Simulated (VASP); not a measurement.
Write the native input for VASP 6.6.1 that does the following.

```
Task                   : single point
Functional             : r2SCAN
Potentials or basis    : VASP PAW PBE potentials, release 64 (B, N)
Cutoff                 : 520 eV
k mesh                 : 9 × 9 × 6
Occupations            : gaussian, width 0.01 eV
Spin                   : no spin polarisation
Dipole correction      : no
Further INCAR settings : ALGO = Normal; EDIFF = 1e-07; NBANDS = 16
```

The system is BN.

```xyz
4
Lattice="2.5183 0.0000 0.0000 -1.2591 2.1809 0.0000 0.0000 0.0000 4.1653" Properties=species:S:1:pos:R:3 pbc="T T T"
B     0.0000    1.4539    0.0008
B     1.2591    0.7270    2.0835
N     0.0000    1.4539    1.5611
N     1.2591    0.7270    3.6438
```

This cell differs from its parent crystal: volume changed by -3%.

These files were run (other wordings do the same):

POSCAR

```
BN
1.0
    2.5182517752      0.0000000000      0.0000000000
   -1.2591258876      2.1808700105      0.0000000000
    0.0000000000      0.0000000000      4.1653092386
B N
2 2
Direct
    0.3333333333      0.6666666667      0.0002034648
    0.6666666667      0.3333333333      0.5002034648
    0.3333333333      0.6666666667      0.3747965352
    0.6666666667      0.3333333333      0.8747965352
```

INCAR.step1

```
PREC = Accurate ; ENCUT = 520
ISMEAR = 0 ; SIGMA = 0.01
LREAL = False ; LASPH = True
NELM = 100 ; NBANDS = 16
GGA = PE ; ALGO = Normal
EDIFF = 1E-4 ; LWAVE = True
LCHARG = False
```

INCAR.step2

```
PREC = Accurate ; ENCUT = 520
EDIFF = 1E-7 ; ISMEAR = 0
SIGMA = 0.01 ; LREAL = False
LASPH = True ; NELM = 100
ALGO = Normal ; ISIF = 2
LWAVE = False ; LCHARG = False
METAGGA = R2SCAN ; LMIXTAU = True
NBANDS = 16 ; ISTART = 1
```

KPOINTS

```
Automatic mesh
0
Gamma
  9 9 6
```

Potentials or basis: VASP PAW PBE potentials, release 64 (B, N).

Run with:

```bash
$ cat potpaw_PBE.64/B/POTCAR potpaw_PBE.64/N/POTCAR > POTCAR
$ cp INCAR.step1 INCAR
$ mpirun -np 1 vasp_std > vasp.out
$ cp INCAR.step2 INCAR
$ mpirun -np 1 vasp_std > vasp.out
```

It gave:

```
Pressure               : 13.9 GPa
Largest force          : 0.027 eV/Å
Band gap on the k mesh : 5.67 eV, indirect (least direct gap 9.13 eV)
```

Caveat: the PAW data sets were made with another functional, which shifts forces and pressure a little.

Wall time 79 s on 1 thread of Intel Xeon 6975P-C, with other jobs on the host, peak memory 0.14 GiB.
